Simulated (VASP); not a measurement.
Here is a VASP 6.6.1 calculation.

File INCAR:

```
PREC = Accurate
ENCUT = 500
EDIFF = 1E-6
ISMEAR = -1
SIGMA = 0.1
LREAL = False
LASPH = True
NELM = 120
ALGO = Normal
ISIF = 2
LWAVE = False
LCHARG = True
GGA = PS
LELF = True
LVHAR = True
NBANDS = 18
GGA_COMPAT = False
```

Contents of KPOINTS:

```
regular mesh
0
Gamma
  7 7 4
```

POSCAR

```
Au
1.0
    2.8794245120      0.0000000000      0.0000000000
   -1.4397122560      2.4936547757      0.0000000000
    0.0000000000      0.0000000000      4.7280629600
Au
2
Direct
    0.3333333333      0.6666666667      0.2500000000
    0.6666666667      0.3333333333      0.7500000000
```

Potentials or basis: VASP PAW PBE potentials, release 64 (Au).

Launch:

```bash
$ cat potpaw_PBE.64/Au/POTCAR > POTCAR
$ mpirun -np 1 vasp_std > vasp.out
```

(1) Predict the pressure.

(2) Estimate the band gap on the k mesh.

## Answers

(1) -0.3 GPa.

(2) zero (band 11 reaches 11.84 eV, above the bottom of band 12 at 6.68 eV).

Caveat: the PAW data sets were made with another functional, which shifts forces and pressure a little; spin-orbit coupling is left out, which moves the levels of the heavy elements.
